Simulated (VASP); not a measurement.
# MgO (P6_3mc) in VASP: further runs

Runs on MgO. Level: PBE. Tasks: single point.

All numbers are computed with VASP 6.6.1; they aren't measurements. Logs are shortened: lines on timing, memory, paths and dates and some standing lists are left out, and cuts for length are marked.

## Step 1: The cell of the first run

It takes space group P6_3mc (No. 186, hexagonal). Conventional cell: a = 3.393 Å, b = 3.393 Å, c = 5.122 Å, α = 90.00°, β = 90.00°, γ = 120.00°. Within 2.7 Å of Mg (site symmetry 3m) lie 4 O at 2.01 to 2.04 Å. O (site symmetry 3m) has 4 Mg at 2.01 to 2.04 Å within 2.7 Å.

## Step 2: Single point, PBE

INCAR

```
SYSTEM = MgO
PREC = Accurate
ENCUT = 520
EDIFF = 1E-6
ISMEAR = 0
SIGMA = 0.05
LREAL = .FALSE.
LASPH = .TRUE.
NELM = 80
ALGO = Normal
ISIF = 2
LWAVE = .FALSE.
LCHARG = .TRUE.
GGA = PE
LELF = .TRUE.
LVHAR = .TRUE.
NBANDS = 16
```

KPOINTS

```
Automatic mesh
0
G
  9 9 6
  0 0 0
```

POSCAR

```
MgO
1.0
    3.3926000000      0.0000000000      0.0000000000
   -1.6963000000      2.9380777849      0.0000000000
    0.0000000000      0.0000000000      5.1215474299
Mg O
2 2
Direct
    0.3333333333      0.6666666667      0.0063188013
    0.6666666667      0.3333333333      0.5063188013
    0.3333333333      0.6666666667      0.3982811987
    0.6666666667      0.3333333333      0.8982811987
```

Potentials or basis: VASP PAW PBE potentials, release 64 (Mg, O).

Command:

```sh
> cat potpaw_PBE.64/Mg/POTCAR potpaw_PBE.64/O/POTCAR > POTCAR
> mpirun -np 1 vasp_std > vasp.out
```

OUTCAR:

```text
SYSTEM = MgO
   PREC = Accurate
   ENCUT = 520
   EDIFF = 1E-6
   ISMEAR = 0
   LREAL = .FALSE.
   LASPH = .TRUE.
   NELM = 80
   ISIF = 2
   GGA = PE

 ion  position               nearest neighbor table
   1  0.333  0.667  0.006-   3 2.01   4 2.04   4 2.04   4 2.04   2 3.22   2 3.22   2 3.22   2 3.22
                             2 3.22   2 3.22
   2  0.667  0.333  0.506-   4 2.01   3 2.04   3 2.04   3 2.04   1 3.22   1 3.22   1 3.22   1 3.22
                             1 3.22   1 3.22
   3  0.333  0.667  0.398-   1 2.01   2 2.04   2 2.04   2 2.04
   4  0.667  0.333  0.898-   2 2.01   1 2.04   1 2.04   1 2.04

  LATTYP: Found a hexagonal cell.
 ALAT       =     3.3926000000
 C/A-ratio  =     1.5096231297

  Lattice vectors:

 A1 = (   3.3926000000,   0.0000000000,   0.0000000000)
 A2 = (  -1.6963000000,   2.9380777849,   0.0000000000)
 A3 = (   0.0000000000,   0.0000000000,   5.1215474299)

Analysis of symmetry for initial positions (statically):
=====================================================================
 Subroutine PRICEL returns:
 Original cell was already a primitive cell.

 Routine SETGRP: Setting up the symmetry group for a
 hexagonal supercell.

 Subroutine GETGRP returns: Found 12 space group operations
 (whereof  6 operations were pure point group operations)
 out of a pool of 24 trial point group operations.

The static configuration has the point symmetry C_3v.
 The point group associated with its full space group is C_6v.

Analysis of symmetry for dynamics (positions and initial velocities):
=====================================================================
 Subroutine PRICEL returns:
 Original cell was already a primitive cell.

 Routine SETGRP: Setting up the symmetry group for a
 hexagonal supercell.

 Subroutine GETGRP returns: Found 12 space group operations
 (whereof  6 operations were pure point group operations)
 out of a pool of 24 trial point group operations.

The dynamic configuration has the point symmetry C_3v.
 The point group associated with its full space group is C_6v.

 Subroutine INISYM returns: Found 12 space group operations
 (whereof  6 operations are pure point group operations),
 and found     1 'primitive' translations

----------------------------------------------------------------------------------------

                                     Primitive cell

  volume of cell :      51.0502

  direct lattice vectors                    reciprocal lattice vectors
     3.392600000  0.000000000  0.000000000     0.294759182  0.170179293  0.000000000
    -1.696300000  2.938077785  0.000000000     0.000000000  0.340358586  0.000000000
     0.000000000  0.000000000  5.121547430     0.000000000  0.000000000  0.195253488
[... 90 lines left out ...]
   EDIFFG = 0.1E-04   stopping-criterion for IOM
   NSW    =      0    number of steps for IOM
   IBRION =     -1    ionic relax: 0-MD 1-quasi-New 2-CG
   NFREE  =      0    steps in history (QN), initial steepest desc. (CG)
   ISIF   =      2    stress and relaxation
   ISYM   =      2    0-nonsym 1-usesym 2-fastsym
   POTIM  = 0.5000    time-step for ionic-motion
   TEBEG  =    0.0;   TEEND  =   0.0 temperature during run
   PSTRESS=    0.0 pullay stress
   NELECT =      16.0000    total number of electrons
   NUPDOWN=      -1.0000    fix difference up-down
   EMIN   =  10.00;   EMAX   =-10.00  energy-range for DOS
   EFERMI =   0.00;   METHOD = LEGACY
   ISMEAR =     0;   SIGMA  =   0.05  broadening in eV -4-tet -1-fermi 0-gaus
   EFERMI_NEDOS =   21; number of points for ismear=-14 and -15
   IALGO  =     38    algorithm
   IMIX   =      4    mixing-type and parameters
     AMIX     =   0.40;   BMIX     =  1.00
     AMIX_MAG =   1.60;   BMIX_MAG =  1.00
  volume/ion in A,a.u.               =      12.76        86.13
  Fermi-wavevector in a.u.,A,eV,Ry     =   1.112028  2.101428 16.825054  1.236607
  Thomas-Fermi vector in A             =   2.248598
   LORBIT       =      0    0 simple, 1 ext, 2 COOP (PROOUT), +10 PAW based schemes
   GGA     = PE    functional components
   LHFCALC =     F    Hartree Fock is set to
   AEXX    =    0.0000 exact exchange contribution
   IVDW    =     0    specifies the selected vdW correction
   LEPSILON=     F    determine dielectric tensor
   LRPA    =     F    only Hartree local field effects (RPA)
 non-spin polarized calculation
 Gauss-broadening in eV      SIGMA  =   0.05
  energy-cutoff  :      520.00
  volume of cell :       51.05
 maximum number of plane-waves:      1393
 NGX is ok and might be reduce to    28
   NGX = 13   NGY = 13   NGZ = 19

 number of electron      16.0000008 magnetization

 Free energy of the ion-electron system (eV)
  ---------------------------------------------------
  ext. energy  EPLUGINS =         0.00000000
  ---------------------------------------------------
  free energy    TOTEN  =       -23.48241754 eV

  energy without entropy =      -23.48241754  energy(sigma->0) =      -23.48241754

 E-fermi :   0.8983     XC(G=0):  -9.4097

 val. band max:        0.6824156484   @ k =   0.0000   0.0000   0.0000
 cond. band min:       3.7964609809   @ k =   0.0000   0.0000   0.0000
 fundamental gap:      3.1140453326
 Fermi energy:         0.8983338971

 k-point     1 :       0.0000    0.0000    0.0000
  band No.  band energies     occupation
      1     -15.2874      2.00000
      2     -14.6033      2.00000
      3      -2.3167      2.00000
      4       0.0300      2.00000
      5       0.0300      2.00000
      6       0.3491      2.00000
[... 433 lines left out ...]
      3      -1.7414      2.00000
      4      -1.3488      2.00000
      5      -1.3488      2.00000
      6      -0.5717      2.00000
[... 8 lines left out ...]
     15      13.7274      0.00000
     16      16.9081      0.00000

 [... further k-points ...]
[... 5 lines left out ...]
  --------------------------------------------------------------------------------------
  -------------------------------------------------------------------------------------
  Total       -2.1810567     -2.1810567     -0.8030288      0.0000000     -0.0000000      0.0000000
  in kB      -68.4510926    -68.4510926    -25.2025550      0.0000000     -0.0000000      0.0000000
  external PRESSURE =     -54.0349134 kB  Pullay stress =       0.0000000 kB

 VOLUME and BASIS-vectors are now :
 -----------------------------------------------------------------------------
  energy-cutoff  :      520.00
  volume of cell :       51.05
      direct lattice vectors                 reciprocal lattice vectors
     3.392600000  0.000000000  0.000000000     0.294759182  0.170179293  0.000000000
    -1.696300000  2.938077785  0.000000000     0.000000000  0.340358586  0.000000000
     0.000000000  0.000000000  5.121547430     0.000000000  0.000000000  0.195253488

 POSITION                                       TOTAL-FORCE (eV/Angst)
 -----------------------------------------------------------------------------------
     -0.00000      1.95872      0.03236        -0.000000      0.000000     -0.152248
      1.69630      0.97936      2.59314         0.000000      0.000000     -0.152248
     -0.00000      1.95872      2.03982         0.000000     -0.000000      0.152248
      1.69630      0.97936      4.60059        -0.000000      0.000000      0.152248
 -----------------------------------------------------------------------------------
    total drift:                               -0.000000     -0.000000     -0.000722

  FREE ENERGIE OF THE ION-ELECTRON SYSTEM (eV)
  ---------------------------------------------------
  free  energy   TOTEN  =       -23.4824175378 eV

  energy  without entropy=      -23.4824175378  energy(sigma->0) =      -23.48241754
```

OSZICAR:

```text
N       E                     dE             d eps       ncg     rms          rms(c)
DAV:   1     0.613878696958E+02    0.61388E+02   -0.73762E+03  1544   0.875E+02
DAV:   2    -0.233920075085E+02   -0.84780E+02   -0.77297E+02  2176   0.192E+02
DAV:   3    -0.276927430677E+02   -0.43007E+01   -0.42905E+01  1736   0.450E+01
DAV:   4    -0.277113845696E+02   -0.18642E-01   -0.18641E-01  1888   0.351E+00
DAV:   5    -0.277114812435E+02   -0.96674E-04   -0.96674E-04  1760   0.242E-01    0.116E+01
DAV:   6    -0.235604524080E+02    0.41510E+01   -0.12755E+01  1536   0.261E+01    0.414E+00
DAV:   7    -0.234906212647E+02    0.69831E-01   -0.21449E-01  1536   0.368E+00    0.222E+00
DAV:   8    -0.234842411158E+02    0.63801E-02   -0.11441E-01  1584   0.360E+00    0.536E-01
DAV:   9    -0.234814525267E+02    0.27886E-02   -0.37743E-03  1936   0.564E-01    0.170E-01
DAV:  10    -0.234823890247E+02   -0.93650E-03   -0.15071E-03  1576   0.247E-01    0.290E-02
DAV:  11    -0.234824150314E+02   -0.26007E-04   -0.19469E-05  1824   0.293E-02    0.231E-02
DAV:  12    -0.234824175353E+02   -0.25038E-05   -0.10640E-05  1576   0.276E-02    0.486E-03
DAV:  13    -0.234824175378E+02   -0.25703E-08   -0.71276E-07  1280   0.748E-03
   1 F= -.23482418E+02 E0= -.23482418E+02  d E =-.464317E-12
```

Run time: 40 s. Hardware: 1 thread of Intel Xeon 8259CL, shared host; peak memory 0.2 GiB.

What came out:

```yaml
Free_energy: -23.4824 eV
Pressure: -5.4 GPa
Largest_force: 0.152 eV/Å
Band_gap_on_the_k_mesh: 3.11 eV
```

Forces on the atoms (eV/Å):
```
Mg   0.000  0.000 -0.152
Mg   0.000  0.000 -0.152
O    0.000  0.000  0.152
O    0.000  0.000  0.152
```

Caveat: the cell stands under tension. A k mesh can miss the band edges.

## Step 3: Single point, PBE

This run uses another cell than the first one, of 12.64 Å³/atom.

INCAR

```
PREC = Accurate
ENCUT = 520
EDIFF = 1E-6
ISMEAR = 0
SIGMA = 0.05
LREAL = False
LASPH = True
NELM = 100
ALGO = Normal
ISIF = 2
LWAVE = False
LCHARG = True
GGA = PE
LELF = True
LVHAR = True
NBANDS = 16
```

KPOINTS

```
regular mesh
0
Gamma
  9 9 6
```

POSCAR

```
MgO
1.0
    3.4700000000      0.0000000000      0.0000000000
   -1.7350000000      3.0051081511      0.0000000000
    0.0000000000      0.0000000000      4.8484000000
Mg O
2 2
Direct
    0.3333333333      0.6666666667      0.0063188013
    0.6666666667      0.3333333333      0.5063188013
    0.3333333333      0.6666666667      0.3982811987
    0.6666666667      0.3333333333      0.8982811987
```

Potentials or basis: VASP PAW PBE potentials, release 64 (Mg, O).

Command:

```sh
> cat potpaw_PBE.64/Mg/POTCAR potpaw_PBE.64/O/POTCAR > POTCAR
> mpirun -np 1 vasp_std > vasp.out
```

Wall time 34 s (1 thread of Intel Xeon 8259CL, shared host); peak memory 0.19 GiB.

The run converged. Its results:

- Free energy: -23.3136 eV
- Pressure: -3.6 GPa
- Largest force: 1.084 eV/Å
- Band gap on the k mesh: 3.06 eV

Forces in eV/Å, atoms in the order of the input:
```
Mg   0.000  0.000 -1.084
Mg   0.000  0.000 -1.084
O    0.000  0.000  1.084
O    0.000  0.000  1.084
```

Stress tensor (GPa, compression positive):
```
-9.74  0.00  0.00
 0.00 -9.74  0.00
 0.00  0.00  8.80
```

Levels at points of the mesh, in eV from the valence-band top:
| k point | band 6 | band 7 | band 8 | band 9 | band 10 | band 11 |
| --- | --- | --- | --- | --- | --- | --- |
| (0.00, 0.00, 0.00) | -0.43 | -0.43 | 0.00 | 3.06 | 7.88 | 10.24 |
| (0.00, 0.00, 0.50) | -0.65 | -0.65 | -0.65 | 5.55 | 5.55 | 13.17 |

Caveat: the stress differs along the axes, from -10 to 9 GPa; forces of over 1 eV/Å act on the atoms, so gaps and moduli don't describe the material at rest. A k mesh can miss the band edges.

## Step 4: Single point, PBE

This run uses another cell than the first one, of 12.84 Å³/atom.

INCAR

```
PREC = Accurate
ENCUT = 520
EDIFF = 1E-6
ISMEAR = 0
SIGMA = 0.05
LREAL = F
LASPH = T
NELM = 100
ALGO = Normal
ISIF = 2
LWAVE = F
LCHARG = F
GGA = PE
NBANDS = 16
```

KPOINTS is that of step 3.

POSCAR

```
MgO
1.0
    3.3152853999      0.0000000000      0.0000000000
   -1.6576427000      2.8711213771      0.0000000000
    0.0000000000      0.0000000000      5.3947000000
Mg O
2 2
Direct
    0.3333333333      0.6666666667      0.0063188013
    0.6666666667      0.3333333333      0.5063188013
    0.3333333333      0.6666666667      0.3982811987
    0.6666666667      0.3333333333      0.8982811987
```

Command:

```sh
> cat potpaw_PBE.64/Mg/POTCAR potpaw_PBE.64/O/POTCAR > POTCAR
> mpirun -np 1 vasp_std > vasp.out
```

Run time: 37 s. Hardware: 1 thread of Intel Xeon 8259CL, shared host; peak memory 0.2 GiB.

Results (log left out):

```
Free energy            : -23.4470 eV
Pressure               : -5.1 GPa
Largest force          : 0.324 eV/Å
Band gap on the k mesh : 3.19 eV
```

Forces in eV/Å, atoms in the order of the input:
```
Mg   0.000  0.000  0.324
Mg   0.000  0.000  0.324
O    0.000  0.000 -0.324
O    0.000  0.000 -0.324
```

Stress tensor (GPa, compression positive):
```
-2.67  0.00  0.00
 0.00 -2.67  0.00
 0.00  0.00 -9.93
```

Levels at points of the mesh, in eV from the valence-band top:
| k point | band 6 | band 7 | band 8 | band 9 | band 10 | band 11 |
| --- | --- | --- | --- | --- | --- | --- |
| (0.00, 0.00, 0.00) | -0.18 | -0.18 | 0.00 | 3.19 | 8.15 | 9.38 |
| (0.00, 0.00, 0.50) | -0.29 | -0.29 | -0.29 | 5.56 | 5.56 | 12.18 |

Caveat: the stress differs along the axes, from -10 to -3 GPa. A k mesh can miss the band edges.

## Step 5: Overview

| cell | gap on the mesh (eV) | pressure (GPa) | largest force (eV/Å) |
| --- | --- | --- | --- |
| a = 3.393, b = 3.393, c = 5.122 Å, angles 90.0, 90.0, 120.0°, 4 atoms | 3.11 | -5.4 | 0.15 |
| a = 3.470, b = 3.470, c = 4.848 Å, angles 90.0, 90.0, 120.0°, 4 atoms | 3.06 | -3.6 | 1.08 |
| a = 3.315, b = 3.315, c = 5.395 Å, angles 90.0, 90.0, 120.0°, 4 atoms | 3.19 | -5.1 | 0.32 |

Alike in all rows: task single point; level PBE; potentials or basis VASP PAW PBE potentials, release 64 (Mg, O); no spin polarisation; k mesh 9 × 9 × 6; cutoff (eV) 520; smearing gaussian 0.05 eV.

Caveats: the cell stands under tension (at least some runs); the stress differs along the axes, from -10 to 9 GPa (at least some runs); forces of over 1 eV/Å act on the atoms, so gaps and moduli don't describe the material at rest (at least some runs); the stress differs along the axes, from -10 to -3 GPa (at least some runs).

Absolute energies hang on the potentials; compare differences alone.
